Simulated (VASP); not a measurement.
# KF (Pm-3m) in VASP: further runs

Aim: see how the results for KF move with the level of theory and the settings. Levels: PBE, PBE+D3(BJ), r2SCAN. Tasks: single point.

Everything below comes from runs of VASP 6.6.1. Logs are shortened: lines on timing, memory, paths and dates and some standing lists are left out, and cuts for length are marked.

### 1 The cell of the first run

It takes space group Pm-3m (No. 221, cubic). Conventional cell: a = 3.179 Å, b = 3.179 Å, c = 3.179 Å, α = 90.00°, β = 90.00°, γ = 90.00°. Within 3.6 Å of K (site symmetry m-3m) lie 8 F at 2.75 Å and 6 K at 3.18 Å. Within 3.6 Å of F (site symmetry m-3m) lie 8 K at 2.75 Å and 6 F at 3.18 Å.

### 2 Single point, PBE

File INCAR:

```
  ALGO = Normal
  EDIFF = 1E-6
  ENCUT = 600
  GGA = PE
  GGA_COMPAT = False
  ISIF = 2
  ISMEAR = 1
  LASPH = True
  LCHARG = False
  LREAL = False
  LWAVE = False
  NBANDS = 15
  NELM = 120
  PREC = Accurate
  SIGMA = 0.2
```

File KPOINTS:

```
k-points
0
Gamma
  6 6 6
```

File POSCAR:

```
KF
1.0
    3.1788707423      0.0000000000      0.0000000000
    0.0000000000      3.1788707423      0.0000000000
    0.0000000000      0.0000000000      3.1788707423
K F
1 1
Direct
    0.0000000000      0.0000000000      0.0000000000
    0.5000000000      0.5000000000      0.5000000000
```

Potentials or basis: VASP PAW PBE potentials, release 64 (K_sv, F).

On the command line:

```
> cat potpaw_PBE.64/K_sv/POTCAR potpaw_PBE.64/F/POTCAR > POTCAR
> mpirun -np 1 vasp_std > vasp.out
```

OUTCAR:

```text
EDIFF = 1E-6
   ENCUT = 600
   GGA = PE
   ISIF = 2
   ISMEAR = 1
   LASPH = True
   LREAL = False
   NELM = 120
   PREC = Accurate

 ion  position               nearest neighbor table
   1  0.000  0.000  0.000-   2 2.75   2 2.75   2 2.75   2 2.75   2 2.75   2 2.75   2 2.75   2 2.75

   2  0.500  0.500  0.500-   1 2.75   1 2.75   1 2.75   1 2.75   1 2.75   1 2.75   1 2.75   1 2.75

  LATTYP: Found a simple cubic cell.
 ALAT       =     3.1788707423

  Lattice vectors:

 A1 = (   3.1788707423,   0.0000000000,   0.0000000000)
 A2 = (   0.0000000000,   3.1788707423,   0.0000000000)
 A3 = (   0.0000000000,   0.0000000000,   3.1788707423)

Analysis of symmetry for initial positions (statically):
=====================================================================
 Subroutine PRICEL returns:
 Original cell was already a primitive cell.

 Routine SETGRP: Setting up the symmetry group for a
 simple cubic supercell.

 Subroutine GETGRP returns: Found 48 space group operations
 (whereof 48 operations were pure point group operations)
 out of a pool of 48 trial point group operations.

The static configuration has the point symmetry O_h .

Analysis of symmetry for dynamics (positions and initial velocities):
=====================================================================
 Subroutine PRICEL returns:
 Original cell was already a primitive cell.

 Routine SETGRP: Setting up the symmetry group for a
 simple cubic supercell.

 Subroutine GETGRP returns: Found 48 space group operations
 (whereof 48 operations were pure point group operations)
 out of a pool of 48 trial point group operations.

The dynamic configuration has the point symmetry O_h .

 Subroutine INISYM returns: Found 48 space group operations
 (whereof 48 operations are pure point group operations),
 and found     1 'primitive' translations

----------------------------------------------------------------------------------------

                                     Primitive cell

  volume of cell :      32.1232

  direct lattice vectors                    reciprocal lattice vectors
     3.178870742  0.000000000  0.000000000     0.314577119  0.000000000  0.000000000
     0.000000000  3.178870742  0.000000000     0.000000000  0.314577119  0.000000000
     0.000000000  0.000000000  3.178870742     0.000000000  0.000000000  0.314577119

  length of vectors
     3.178870742  3.178870742  3.178870742     0.314577119  0.314577119  0.314577119

  position of ions in fractional coordinates (direct lattice)
     0.000000000  0.000000000  0.000000000
     0.500000000  0.500000000  0.500000000

  ion indices of the primitive-cell ions
   primitive index   ion index
                 1           1
                 2           2

----------------------------------------------------------------------------------------

 KPOINTS: k-points

Automatic generation of k-mesh.
 Grid dimensions read from file:
 generate k-points for:    6    6    6

 Generating k-lattice:

  Cartesian coordinates                     Fractional coordinates (reciprocal lattice)
     0.052429520  0.000000000  0.000000000     0.166666667  0.000000000  0.000000000
     0.000000000  0.052429520  0.000000000     0.000000000  0.166666667  0.000000000
     0.000000000  0.000000000  0.052429520     0.000000000  0.000000000  0.166666667

  Length of vectors
     0.052429520  0.052429520  0.052429520

  Shift w.r.t. Gamma in fractional coordinates (k-lattice)
     0.000000000  0.000000000  0.000000000

 Subroutine IBZKPT returns following result:
 ===========================================

 Found     20 irreducible k-points:

 Following reciprocal coordinates:
            Coordinates               Weight
  0.000000  0.000000  0.000000      1.000000
  0.166667  0.000000  0.000000      6.000000
  0.333333  0.000000  0.000000      6.000000
  0.500000  0.000000  0.000000      3.000000
  0.166667  0.166667  0.000000     12.000000
  0.333333  0.166667  0.000000     24.000000
[... 12 lines left out ...]
  0.500000  0.500000  0.333333      6.000000
  0.500000  0.500000  0.500000      1.000000
   k-points           NKPTS =     20   k-points in BZ     NKDIM =     20   number of bands    NBANDS=     15
   number of dos      NEDOS =    301   number of ions     NIONS =      2
   total plane-waves  NPLWV =  21952
   dimension x,y,z NGX =    28 NGY =   28 NGZ =   28
   dimension x,y,z NGXF=    56 NGYF=   56 NGZF=   56
   ions per type =               1   1
   NGX,Y,Z   is equivalent  to a cutoff of  14.64, 14.64, 14.64 a.u.
   NGXF,Y,Z  is equivalent  to a cutoff of  29.29, 29.29, 29.29 a.u.
 SYSTEM =  unknown system
   PREC   = accura    normal or accurate (medium, high low for compatibility)
   ISTART =      0    job   : 0-new  1-cont  2-samecut
   ICHARG =      2    charge: 1-file 2-atom 10-const
   ISPIN  =      1    spin polarized calculation?
   LNONCOLLINEAR =      F non collinear calculations
   LSORBIT =      F    spin-orbit coupling
   LASPH  =      T    aspherical Exc in radial PAW
   ENCUT  =  600.0 eV  44.10 Ry    6.64 a.u.   6.35  6.35  6.35*2*pi/ulx,y,z
   NELM   =    120;   NELMIN=  2; NELMDL= -5     # of ELM steps
   EDIFF  = 0.1E-05   stopping-criterion for ELM
   LREAL  =      F    real-space projection
   EDIFFG = 0.1E-04   stopping-criterion for IOM
   NSW    =      0    number of steps for IOM
   IBRION =     -1    ionic relax: 0-MD 1-quasi-New 2-CG
   NFREE  =      0    steps in history (QN), initial steepest desc. (CG)
   ISIF   =      2    stress and relaxation
   ISYM   =      2    0-nonsym 1-usesym 2-fastsym
   POTIM  = 0.5000    time-step for ionic-motion
   TEBEG  =    0.0;   TEEND  =   0.0 temperature during run
   PSTRESS=    0.0 pullay stress
   NELECT =      16.0000    total number of electrons
   NUPDOWN=      -1.0000    fix difference up-down
   EMIN   =  10.00;   EMAX   =-10.00  energy-range for DOS
   EFERMI =   0.00;   METHOD = LEGACY
   ISMEAR =     1;   SIGMA  =   0.20  broadening in eV -4-tet -1-fermi 0-gaus
   EFERMI_NEDOS =   21; number of points for ismear=-14 and -15
   IALGO  =     38    algorithm
   IMIX   =      4    mixing-type and parameters
     AMIX     =   0.40;   BMIX     =  1.00
     AMIX_MAG =   1.60;   BMIX_MAG =  1.00
  volume/ion in A,a.u.               =      16.06       108.39
  Fermi-wavevector in a.u.,A,eV,Ry     =   1.297703  2.452303 22.912659  1.684033
  Thomas-Fermi vector in A             =   2.429078
   LORBIT       =      0    0 simple, 1 ext, 2 COOP (PROOUT), +10 PAW based schemes
   GGA     = PE    functional components
   LHFCALC =     F    Hartree Fock is set to
   AEXX    =    0.0000 exact exchange contribution
   IVDW    =     0    specifies the selected vdW correction
   LEPSILON=     F    determine dielectric tensor
   LRPA    =     F    only Hartree local field effects (RPA)
 non-spin polarized calculation
 Methfessel and Paxton  Order N= 1 SIGMA  =   0.20
  energy-cutoff  :      600.00
  volume of cell :       32.12
 maximum number of plane-waves:      1108
 NGX is ok and might be reduce to    28
   NGX = 13   NGY = 13   NGZ = 13

 number of electron      15.9999991 magnetization

 Free energy of the ion-electron system (eV)
  ---------------------------------------------------
  ext. energy  EPLUGINS =         0.00000000
  ---------------------------------------------------
  free energy    TOTEN  =        -8.06348867 eV

  energy without entropy =       -8.07810156  energy(sigma->0) =       -8.06835963

 E-fermi :  -1.7436     XC(G=0):  -9.3920

 val. band max:       -1.8001053845   @ k =   0.5000   0.5000   0.0000
 cond. band min:       5.0031263627   @ k =   0.0000   0.0000   0.0000
 fundamental gap:      6.8032317472
 Fermi energy:        -1.7436272359

 k-point     1 :       0.0000    0.0000    0.0000
  band No.  band energies     occupation
      1     -28.6495      2.00000
      2     -20.7654      2.00000
      3     -11.5819      2.00000
      4     -11.5819      2.00000
      5     -11.5819      2.00000
      6      -1.8371      1.70358
      7      -1.8371      1.70358
      8      -1.8371      1.70358
      9       5.0031      0.00000
     10       6.5822      0.00000
     11       6.5822      0.00000
     12      12.4935      0.00000
     13      12.4935      0.00000
     14      12.4935      0.00000
     15      20.2342      0.00000

 k-point     2 :       0.1667    0.0000    0.0000
  band No.  band energies     occupation
      1     -28.6085      2.00000
      2     -20.7783      2.00000
      3     -11.7928      2.00000
      4     -11.5475      2.00000
      5     -11.5475      2.00000
      6      -2.2096      2.00479
      7      -1.8728      1.87891
      8      -1.8728      1.87891
      9       5.7483      0.00000
     10       6.8047      0.00000
     11       7.2739      0.00000
     12      12.0403      0.00000
     13      12.0403      0.00000
     14      12.5827      0.00000
     15      18.4223      0.00000

 k-point     3 :       0.3333    0.0000    0.0000
  band No.  band energies     occupation
      1     -28.5246      2.00000
      2     -20.8083      2.00000
      3     -12.1828      2.00000
      4     -11.4776      2.00000
      5     -11.4776      2.00000
      6      -2.8456      2.00000
      7      -1.9475      2.05403
      8      -1.9475      2.05403
      9       7.2457      0.00000
     10       7.3269      0.00000
     11       8.8749      0.00000
     12      11.3162      0.00000
     13      11.3162      0.00000
     14      12.7700      0.00000
     15      16.4251      0.00000

 k-point     4 :       0.5000    0.0000    0.0000
  band No.  band energies     occupation
      1     -28.4817      2.00000
      2     -20.8255      2.00000
      3     -12.3638      2.00000
      4     -11.4420      2.00000
      5     -11.4420      2.00000
      6      -3.1268      2.00000
      7      -1.9868      2.07089
      8      -1.9868      2.07089
      9       7.6446      0.00000
     10       8.0588      0.00000
     11       9.8284      0.00000
     12      11.0153      0.00000
     13      11.0153      0.00000
     14      12.8685      0.00000
     15      15.4263      0.00000
[... 235 lines left out ...]
 k-point    18 :       0.5000    0.3333    0.3333
  band No.  band energies     occupation
      1     -28.2874      2.00000
      2     -20.6294      2.00000
      3     -12.3639      2.00000
      4     -12.1342      2.00000
      5     -12.0682      2.00000
      6      -2.7590      2.00000
      7      -2.7319      2.00000
      8      -2.4827      2.00000
      9       8.4060      0.00000
     10       9.2141      0.00000
     11       9.5157      0.00000
     12      10.8679      0.00000
     13      11.2759      0.00000
     14      13.9386      0.00000
     15      15.3938      0.00000

 k-point    19 :       0.5000    0.5000    0.3333
  band No.  band energies     occupation
      1     -28.2553      2.00000
      2     -20.6014      2.00000
      3     -12.3269      2.00000
      4     -12.3269      2.00000
      5     -12.0444      2.00000
      6      -2.8291      2.00000
      7      -2.8291      2.00000
      8      -2.7068      2.00000
      9       8.4614      0.00000
     10       9.2302      0.00000
     11       9.2302      0.00000
     12      11.0347      0.00000
     13      14.1583      0.00000
     14      14.1583      0.00000
     15      14.2923      0.00000

 k-point    20 :       0.5000    0.5000    0.5000
  band No.  band energies     occupation
      1     -28.2238      2.00000
      2     -20.5773      2.00000
      3     -12.2614      2.00000
      4     -12.2614      2.00000
      5     -12.2614      2.00000
      6      -2.9675      2.00000
      7      -2.9675      2.00000
      8      -2.9675      2.00000
      9       8.9873      0.00000
     10       8.9873      0.00000
     11       8.9873      0.00000
     12      14.2780      0.00000
     13      14.2780      0.00000
     14      14.2780      0.00000
     15      14.3357      0.00000

------------------------ aborting loop because EDIFF is reached ----------------------------------------

  FORCE on cell =-STRESS in cart. coord.  units (eV):
  Direction    XX          YY          ZZ          XY          YZ          ZX
  --------------------------------------------------------------------------------------
  -------------------------------------------------------------------------------------
  Total        0.5852433      0.5852433      0.5852433      0.0000000      0.0000000      0.0000000
  in kB       29.1896172     29.1896172     29.1896172      0.0000000      0.0000000      0.0000000
  external PRESSURE =      29.1896172 kB  Pullay stress =       0.0000000 kB

 VOLUME and BASIS-vectors are now :
 -----------------------------------------------------------------------------
  energy-cutoff  :      600.00
  volume of cell :       32.12
      direct lattice vectors                 reciprocal lattice vectors
     3.178870742  0.000000000  0.000000000     0.314577119  0.000000000  0.000000000
     0.000000000  3.178870742  0.000000000     0.000000000  0.314577119  0.000000000
     0.000000000  0.000000000  3.178870742     0.000000000  0.000000000  0.314577119

 POSITION                                       TOTAL-FORCE (eV/Angst)
 -----------------------------------------------------------------------------------
      0.00000      0.00000      0.00000         0.000000      0.000000      0.000000
      1.58944      1.58944      1.58944         0.000000      0.000000      0.000000
 -----------------------------------------------------------------------------------
    total drift:                                0.000000      0.000000      0.000000

  FREE ENERGIE OF THE ION-ELECTRON SYSTEM (eV)
  ---------------------------------------------------
  free  energy   TOTEN  =        -8.0634886658 eV

  energy  without entropy=       -8.0781015582  energy(sigma->0) =       -8.06835963
```

Wall time 7.6 s (1 thread of Intel Xeon Platinum 8559C (Emerald Rapids), shared host); peak memory 0.15 GiB.

Results:

```
Free energy            : -8.0635 eV
Pressure               : 2.9 GPa
Band gap on the k mesh : 6.80 eV (least direct gap 6.84 eV)
```

Levels at points of the mesh, in eV from the valence-band top:
```
           k point  band 4  band 5  band 6  band 7  band 8  band 9  band 10  band 11  band 12  band 13
(0.00, 0.00, 0.00)   -9.78   -9.78   -0.04   -0.04   -0.04    6.80     8.38     8.38    14.29    14.29
(0.50, 0.00, 0.00)   -9.64   -9.64   -1.33   -0.19   -0.19    9.44     9.86    11.63    12.82    12.82
(0.50, 0.50, 0.00)  -10.71   -9.54   -0.63   -0.63    0.00    8.67     9.25    12.18    12.18    15.12
(0.50, 0.50, 0.50)  -10.46  -10.46   -1.17   -1.17   -1.17   10.79    10.79    10.79    16.08    16.08
```

Caveat: the structure was generated, so it needn't be the stable form of KF. A k mesh can miss the band edges.

(Continued in part 2 of 2.)
